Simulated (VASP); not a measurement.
# Ni (Fmmm) in VASP: notebook

Ni is run at these levels: r2SCAN; tasks: single point.

Program: VASP 6.6.1. These are calculated values, not measurements. Logs are shortened: lines on timing, memory, paths and dates and some standing lists are left out, and cuts for length are marked.

### 1 The cell of the first run

The structure is orthorhombic, space group Fmmm (No. 69). Conventional cell: a = 3.381 Å, b = 3.391 Å, c = 8.037 Å, α = 90.00°, β = 90.00°, γ = 90.00°. Ni (site symmetry mm2) has 9 Ni at 2.27 to 2.44 Å within 3.0 Å.

### 2 Single point, r2SCAN, collinear spin, ferromagnetic start

POSCAR reads:

```
Ni
1.0
    0.0000000000      1.6955234679      4.0186533160
    1.6902842586      0.0000000000      4.0186533160
    1.6902842586      1.6955234679      0.0000000000
Ni
2
Direct
    0.1409964214      0.1409964214      0.8590035786
    0.8590035786      0.8590035786      0.1409964214
```

INCAR.step1 reads:

```
ALGO     = Normal         # electronic algorithm
EDIFF    = 1E-4           # SCF threshold, eV
ENCUT    = 520            # plane-wave cutoff, eV
GGA      = PE             # functional
ISMEAR   = 0              # smearing method
ISPIN    = 2              # spin polarisation
LASPH    = True           # aspherical terms in the spheres
LCHARG   = False          # write CHGCAR
LMAXMIX  = 4              # l up to which the mixer works
LREAL    = False          # projectors in reciprocal space
LWAVE    = True           # write WAVECAR
MAGMOM   = 0.92 0.92      # initial moments
NBANDS   = 21             # bands
NELM     = 150            # most SCF steps
PREC     = Accurate       # precision mode
SIGMA    = 0.1            # smearing width, eV
```

INCAR.step2 reads:

```
ALGO     = Normal         # electronic algorithm
EDIFF    = 1E-7           # SCF threshold, eV
ENCUT    = 520            # plane-wave cutoff, eV
ISIF     = 2              # what is computed and relaxed
ISMEAR   = 0              # smearing method
ISPIN    = 2              # spin polarisation
ISTART   = 1            
LASPH    = True           # aspherical terms in the spheres
LCHARG   = False          # write CHGCAR
LMAXMIX  = 4              # l up to which the mixer works
LMIXTAU  = True         
LORBIT   = 11             # projections on sites
LREAL    = False          # projectors in reciprocal space
LWAVE    = False          # write WAVECAR
MAGMOM   = 0.92 0.92      # initial moments
METAGGA  = R2SCAN         # meta-GGA
NBANDS   = 21             # bands
NELM     = 150            # most SCF steps
PREC     = Accurate       # precision mode
SIGMA    = 0.1            # smearing width, eV
```

KPOINTS reads:

```
k-points
0
Gamma
  8 8 8
```

Potentials or basis: VASP PAW PBE potentials, release 64 (Ni).

Run with:

```
cat potpaw_PBE.64/Ni/POTCAR > POTCAR
cp INCAR.step1 INCAR
mpirun -np 1 vasp_std > vasp.out
cp INCAR.step2 INCAR
mpirun -np 1 vasp_std > vasp.out
```

OUTCAR:

```text
EDIFF = 1E-7
   ENCUT = 520
   ISIF = 2
   ISMEAR = 0
   ISPIN = 2
   ISTART = 1
   LASPH = True
   LORBIT = 11
   LREAL = False
   METAGGA = R2SCAN
   NELM = 150
   PREC = Accurate

 ion  position               nearest neighbor table
   1  0.141  0.141  0.859-   2 2.27   2 2.43   2 2.43   2 2.44   2 2.44
   2  0.859  0.859  0.141-   1 2.27   1 2.43   1 2.43   1 2.44   1 2.44

  LATTYP: Found a face centered orthorhombic cell.
 ALAT       =     3.3805685172
 B/A-ratio  =     1.0030996025
 C/A-ratio  =     2.3775014738

  Lattice vectors:

 A1 = (   0.0000000000,   1.6955234679,   4.0186533160)
 A2 = (   1.6902842586,   0.0000000000,   4.0186533160)
 A3 = (   1.6902842586,   1.6955234679,   0.0000000000)

Analysis of symmetry for initial positions (statically):
=====================================================================
 Subroutine PRICEL returns:
 Original cell was already a primitive cell.

 Routine SETGRP: Setting up the symmetry group for a
 face centered orthorhombic supercell.

 Subroutine GETGRP returns: Found  8 space group operations
 (whereof  8 operations were pure point group operations)
 out of a pool of  8 trial point group operations.

The static configuration has the point symmetry D_2h.

Analysis of symmetry for dynamics (positions and initial velocities):
=====================================================================
 Subroutine PRICEL returns:
 Original cell was already a primitive cell.

 Routine SETGRP: Setting up the symmetry group for a
 face centered orthorhombic supercell.

 Subroutine GETGRP returns: Found  8 space group operations
 (whereof  8 operations were pure point group operations)
 out of a pool of  8 trial point group operations.

The dynamic configuration has the point symmetry D_2h.

Analysis of structural, dynamic, and magnetic symmetry:
=====================================================================
 Subroutine PRICEL returns:
 Original cell was already a primitive cell.

 Routine SETGRP: Setting up the symmetry group for a
 face centered orthorhombic supercell.

 Subroutine GETGRP returns: Found  8 space group operations
 (whereof  8 operations were pure point group operations)
 out of a pool of  8 trial point group operations.

The overall configuration has the point symmetry D_2h.

 Subroutine INISYM returns: Found  8 space group operations
 (whereof  8 operations are pure point group operations),
 and found     1 'primitive' translations

----------------------------------------------------------------------------------------

                                     Primitive cell

  volume of cell :      23.0343

  direct lattice vectors                    reciprocal lattice vectors
     0.000000000  1.695523468  4.018653316    -0.295808233  0.294894178  0.124419790
     1.690284259  0.000000000  4.018653316     0.295808233 -0.294894178  0.124419790
     1.690284259  1.695523468  0.000000000     0.295808233  0.294894178 -0.124419790

  length of vectors
     4.361693972  4.359660004  2.394130470     0.435827226  0.435827226  0.435827226

  position of ions in fractional coordinates (direct lattice)
     0.140996421  0.140996421  0.859003579
     0.859003579  0.859003579  0.140996421

  ion indices of the primitive-cell ions
   primitive index   ion index
                 1           1
                 2           2

----------------------------------------------------------------------------------------

 KPOINTS: k-points

Automatic generation of k-mesh.
 Grid dimensions read from file:
 generate k-points for:    8    8    8

 Generating k-lattice:

  Cartesian coordinates                     Fractional coordinates (reciprocal lattice)
    -0.036976029  0.036861772  0.015552474     0.125000000  0.000000000  0.000000000
     0.036976029 -0.036861772  0.015552474     0.000000000  0.125000000  0.000000000
     0.036976029  0.036861772 -0.015552474     0.000000000  0.000000000  0.125000000

  Length of vectors
     0.054478403  0.054478403  0.054478403

  Shift w.r.t. Gamma in fractional coordinates (k-lattice)
     0.000000000  0.000000000  0.000000000

 Subroutine IBZKPT returns following result:
 ===========================================

 Found     95 irreducible k-points:

 Following reciprocal coordinates:
            Coordinates               Weight
  0.000000  0.000000  0.000000      1.000000
  0.125000  0.000000  0.000000      8.000000
  0.250000  0.000000  0.000000      8.000000
  0.375000  0.000000  0.000000      8.000000
  0.500000  0.000000  0.000000      4.000000
  0.125000  0.125000  0.000000      2.000000
[... 16 lines left out ...]
  0.250000  0.000000  0.125000      8.000000
  0.375000  0.000000  0.125000      8.000000
 [... further k-points ...]
   k-points           NKPTS =     95   k-points in BZ     NKDIM =     95   number of bands    NBANDS=     21
   number of dos      NEDOS =    301   number of ions     NIONS =      2
   total plane-waves  NPLWV =  18432
   dimension x,y,z NGX =    32 NGY =   32 NGZ =   18
   dimension x,y,z NGXF=    64 NGYF=   64 NGZF=   36
   ions per type =               2
   NGX,Y,Z   is equivalent  to a cutoff of  12.20, 12.20, 12.50 a.u.
   NGXF,Y,Z  is equivalent  to a cutoff of  24.39, 24.40, 25.00 a.u.
 SYSTEM =  unknown system
   PREC   = accura    normal or accurate (medium, high low for compatibility)
   ISTART =      1    job   : 0-new  1-cont  2-samecut
   ICHARG =      0    charge: 1-file 2-atom 10-const
   ISPIN  =      2    spin polarized calculation?
   LNONCOLLINEAR =      F non collinear calculations
   LSORBIT =      F    spin-orbit coupling
   LASPH  =      T    aspherical Exc in radial PAW
   ENCUT  =  520.0 eV  38.22 Ry    6.18 a.u.   8.11  8.11  4.45*2*pi/ulx,y,z
   NELM   =    150;   NELMIN=  2; NELMDL=  0     # of ELM steps
   EDIFF  = 0.1E-06   stopping-criterion for ELM
   LREAL  =      F    real-space projection
   EDIFFG = 0.1E-05   stopping-criterion for IOM
   NSW    =      0    number of steps for IOM
   IBRION =     -1    ionic relax: 0-MD 1-quasi-New 2-CG
   NFREE  =      0    steps in history (QN), initial steepest desc. (CG)
   ISIF   =      2    stress and relaxation
   ISYM   =      2    0-nonsym 1-usesym 2-fastsym
   POTIM  = 0.5000    time-step for ionic-motion
   TEBEG  =    0.0;   TEEND  =   0.0 temperature during run
   PSTRESS=    0.0 pullay stress
   NELECT =      20.0000    total number of electrons
   NUPDOWN=      -1.0000    fix difference up-down
   EMIN   =  10.00;   EMAX   =-10.00  energy-range for DOS
   EFERMI =   0.00;   METHOD = LEGACY
   ISMEAR =     0;   SIGMA  =   0.10  broadening in eV -4-tet -1-fermi 0-gaus
   EFERMI_NEDOS =   21; number of points for ismear=-14 and -15
   IALGO  =     38    algorithm
   IMIX   =      4    mixing-type and parameters
     AMIX     =   0.40;   BMIX     =  1.00
     AMIX_MAG =   1.60;   BMIX_MAG =  1.00
  volume/ion in A,a.u.               =      11.52        77.72
  Fermi-wavevector in a.u.,A,eV,Ry     =   1.561805  2.951383 33.187804  2.439235
  Thomas-Fermi vector in A             =   2.664816
   LORBIT       =     11    0 simple, 1 ext, 2 COOP (PROOUT), +10 PAW based schemes
   METAGGA = R2SCAN    functional components
   LHFCALC =     F    Hartree Fock is set to
   AEXX    =    0.0000 exact exchange contribution
   IVDW    =     0    specifies the selected vdW correction
   LEPSILON=     F    determine dielectric tensor
   LRPA    =     F    only Hartree local field effects (RPA)
 spin polarized calculation
 Gauss-broadening in eV      SIGMA  =   0.10
  energy-cutoff  :      520.00
  volume of cell :       23.03
 maximum number of plane-waves:       638
   NGX = 17   NGY = 17   NGZ =  9

 number of electron      20.0000004 magnetization       1.4955448

 Free energy of the ion-electron system (eV)
  ---------------------------------------------------
  ext. energy  EPLUGINS =         0.00000000
  ---------------------------------------------------
  free energy    TOTEN  =       -23.13707648 eV

  energy without entropy =      -23.12162580  energy(sigma->0) =      -23.12935114

 E-fermi :   8.5571     XC(G=0): -13.8444

 val. band max:        8.5534174539   @ k =   0.2500   0.0000   0.0000
 cond. band min:       8.5584793281   @ k =   0.3750   0.0000   0.0000
 fundamental gap:      0.0050618742
 Fermi energy:         8.5571064775

 spin component 1

 k-point     1 :       0.0000    0.0000    0.0000
  band No.  band energies     occupation
      1      -0.4477      1.00000
      2       3.8099      1.00000
      3       4.2840      1.00000
      4       4.9618      1.00000
      5       5.2819      1.00000
      6       6.5711      1.00000
[... 13 lines left out ...]
     20      33.7174      0.00000
     21      34.6168      0.00000

 k-point     2 :       0.1250    0.0000    0.0000
  band No.  band energies     occupation
      1       0.0365      1.00000
      2       4.0331      1.00000
      3       4.4214      1.00000
      4       5.0474      1.00000
      5       5.3925      1.00000
      6       6.2154      1.00000
[... 13 lines left out ...]
     20      36.5320      0.00000
     21      38.3974      0.00000
[... 487 lines left out ...]
      5       5.5278      1.00000
      6       5.8520      1.00000
[... 13 lines left out ...]
     20      38.2344      0.00000
     21      39.6127      0.00000

 k-point    24 :       0.3750    0.0000    0.1250
  band No.  band energies     occupation
      1       3.1711      1.00000
      2       4.3242      1.00000
      3       4.9009      1.00000
      4       5.1848      1.00000
      5       5.5708      1.00000
      6       6.0873      1.00000
[... 13 lines left out ...]
     20      36.5885      0.00000
     21      38.9529      0.00000

 [... further k-points ...]

 spin component 2

 k-point     1 :       0.0000    0.0000    0.0000
  band No.  band energies     occupation
      1      -0.6068      1.00000
      2       4.5308      1.00000
      3       5.4304      1.00000
      4       6.1978      1.00000
      5       6.2553      1.00000
      6       7.6690      1.00000
[... 13 lines left out ...]
     20      33.7989      0.00000
     21      34.8846      0.00000

 k-point     2 :       0.1250    0.0000    0.0000
  band No.  band energies     occupation
      1      -0.1182      1.00000
      2       4.7884      1.00000
      3       5.5360      1.00000
      4       6.1443      1.00000
      5       6.4420      1.00000
      6       7.1642      1.00000
[... 13 lines left out ...]
     20      36.6979      0.00000
     21      38.5334      0.00000
[... 487 lines left out ...]
      5       6.6716      1.00000
      6       6.9228      1.00000
[... 13 lines left out ...]
     20      38.4604      0.00000
     21      39.9237      0.00000

 k-point    24 :       0.3750    0.0000    0.1250
  band No.  band energies     occupation
      1       3.2861      1.00000
      2       5.0504      1.00000
      3       5.7216      1.00000
      4       6.1060      1.00000
      5       6.6872      1.00000
      6       7.0729      1.00000
[... 13 lines left out ...]
     20      36.7558      0.00000
     21      39.1352      0.00000

 [... further k-points ...]

------------------------ aborting loop because EDIFF is reached ----------------------------------------

  FORCE on cell =-STRESS in cart. coord.  units (eV):
  Direction    XX          YY          ZZ          XY          YZ          ZX
  --------------------------------------------------------------------------------------
  -------------------------------------------------------------------------------------
  Total        0.0618229      0.0463362      0.0581723     -0.0000000      0.0000000      0.0000000
  in kB        4.3001697      3.2229741      4.0462531     -0.0000000      0.0000000      0.0000000
  external PRESSURE =       3.8564656 kB  Pullay stress =       0.0000000 kB

 VOLUME and BASIS-vectors are now :
 -----------------------------------------------------------------------------
  energy-cutoff  :      520.00
  volume of cell :       23.03
      direct lattice vectors                 reciprocal lattice vectors
     0.000000000  1.695523468  4.018653316    -0.295808233  0.294894178  0.124419790
     1.690284259  0.000000000  4.018653316     0.295808233 -0.294894178  0.124419790
     1.690284259  1.695523468  0.000000000     0.295808233  0.294894178 -0.124419790

 POSITION                                       TOTAL-FORCE (eV/Angst)
 -----------------------------------------------------------------------------------
      1.69028      1.69552      1.13323         0.000000      0.000000     -0.022931
      1.69028      1.69552      6.90408         0.000000      0.000000      0.022931
 -----------------------------------------------------------------------------------
    total drift:                                0.000000      0.000000      0.000000

  FREE ENERGIE OF THE ION-ELECTRON SYSTEM (eV)
  ---------------------------------------------------
  free  energy   TOTEN  =       -23.1370764790 eV

  energy  without entropy=      -23.1216258029  energy(sigma->0) =      -23.12935114

 total charge

# of ion       s       p       d       tot
------------------------------------------
    1        0.534   0.487   8.358   9.380
    2        0.534   0.487   8.358   9.380
--------------------------------------------------
tot          1.068   0.975  16.717  18.759

 magnetization (x)

# of ion       s       p       d       tot
------------------------------------------
    1       -0.009  -0.027   0.798   0.762
    2       -0.009  -0.027   0.798   0.762
--------------------------------------------------
tot         -0.018  -0.055   1.597   1.524
```

Run time: 3.5 min. Hardware: 1 thread of Intel Xeon Platinum 8488C (Sapphire Rapids), shared host; peak memory 0.22 GiB.

Results:

```yaml
Free_energy: -23.1371 eV
Pressure: 0.4 GPa
Largest_force: 0.023 eV/Å
Net_moment: 1.50 μB per cell
Site_moments: Ni +0.76 μB
Valence_electrons_inside_the_program's_atomic_spheres: Ni 9.38
```

Forces in eV/Å, atoms in the order of the input:
```
Ni   0.000  0.000 -0.023
Ni   0.000  0.000  0.023
```

Caveat: the PAW data sets were made with another functional, which shifts forces and pressure a little.

### 3 Single point, r2SCAN, collinear spin, ferromagnetic start

This run uses another cell than the first one: it holds 4 atoms, not 2.

POSCAR reads:

```
Ni
1.0
    1.7199358957     -4.0112966864      0.0000000000
    1.7199358957      4.0112966864      0.0000000000
    0.0000000000      0.0000000000      3.3426969073
Ni
4
Direct
    0.1415488268      0.8584511732     -0.0000035035
    0.6415488268      0.3584511732      0.5000035035
    0.8584511732      0.1415488268      1.0000035035
    0.3584511732      0.6415488268      0.4999964965
```

INCAR.step1 reads:

```
PREC = Accurate ; ENCUT = 520
ISMEAR = 0 ; SIGMA = 0.1
LREAL = False ; LASPH = True
NELM = 150 ; ISPIN = 2
MAGMOM = 0.93 0.93 0.93 0.93 ; LMAXMIX = 4
NBANDS = 32 ; GGA = PE
ALGO = Normal ; EDIFF = 1E-4
LWAVE = True ; LCHARG = False
```

INCAR.step2 reads:

```
PREC = Accurate ; ENCUT = 520
EDIFF = 1E-7 ; ISMEAR = 0
SIGMA = 0.1 ; LREAL = False
LASPH = True ; NELM = 150
ALGO = Normal ; ISIF = 2
LWAVE = False ; LCHARG = False
ISPIN = 2 ; MAGMOM = 0.93 0.93 0.93 0.93
LORBIT = 11 ; LMAXMIX = 4
METAGGA = R2SCAN ; LMIXTAU = True
NBANDS = 32 ; ISTART = 1
```

KPOINTS reads:

```
Automatic mesh
0
Gamma
  6 6 4
```

Potentials or basis: VASP PAW PBE potentials, release 64 (Ni).

Run with:

```
cat potpaw_PBE.64/Ni/POTCAR > POTCAR
cp INCAR.step1 INCAR
mpirun -np 1 vasp_std > vasp.out
cp INCAR.step2 INCAR
mpirun -np 1 vasp_std > vasp.out
```

Wall time 5 min (1 thread of Intel Xeon Platinum 8488C (Sapphire Rapids), shared host); peak memory 0.25 GiB.

The run converged. Its results:

* Free energy: -46.2852 eV
* Pressure: 0.2 GPa
* Largest force: 0.011 eV/Å
* Net moment: 3.03 μB per cell
* Site moments: Ni +0.78 μB
* Valence electrons inside the program's atomic spheres: Ni 9.38

Forces on the atoms (eV/Å):
```
Ni   0.000  0.011  0.000
Ni   0.000  0.011  0.000
Ni   0.000 -0.011  0.000
Ni   0.000 -0.011  0.000
```

Stress tensor (GPa, compression positive):
```
0.16 0.00 0.00
0.00 0.46 0.00
0.00 0.00 0.06
```

Levels at points of the mesh, in eV from the Fermi level:
Spin up:
```tsv
k point	band 20	band 21	band 22	band 23	band 24	band 25
(0.00, 0.00, 0.00)	-0.58	-0.51	0.65	4.25	5.90	6.67
(0.50, 0.00, 0.00)	-1.31	-0.98	-0.98	2.55	2.55	10.42
(0.50, 0.50, 0.00)	-0.75	-0.55	-0.54	3.49	7.38	9.19
(0.00, 0.00, 0.50)	-1.64	-1.38	-1.38	6.05	6.05	7.67
(0.50, 0.00, 0.50)	-1.10	0.44	0.44	2.20	2.20	3.54
(0.50, 0.50, 0.50)	-1.05	0.20	0.20	0.26	0.26	9.19
```
Spin down:
```tsv
k point	band 16	band 17	band 18	band 19	band 20	band 21
(0.00, 0.00, 0.00)	-0.27	0.07	0.11	0.37	0.58	0.87
(0.50, 0.00, 0.00)	-0.92	-0.74	-0.74	0.04	0.04	0.05
(0.50, 0.50, 0.00)	-0.02	0.04	0.39	0.40	0.48	0.90
(0.00, 0.00, 0.50)	-0.90	-0.88	-0.88	-0.34	-0.34	-0.26
(0.50, 0.00, 0.50)	-1.03	-0.29	-0.29	0.16	0.16	1.37
(0.50, 0.50, 0.50)	-0.96	-0.50	-0.50	0.28	0.28	0.89
```

Caveat: the k points lie up to 0.47 Å⁻¹ apart; the PAW data sets were made with another functional, which shifts forces and pressure a little.
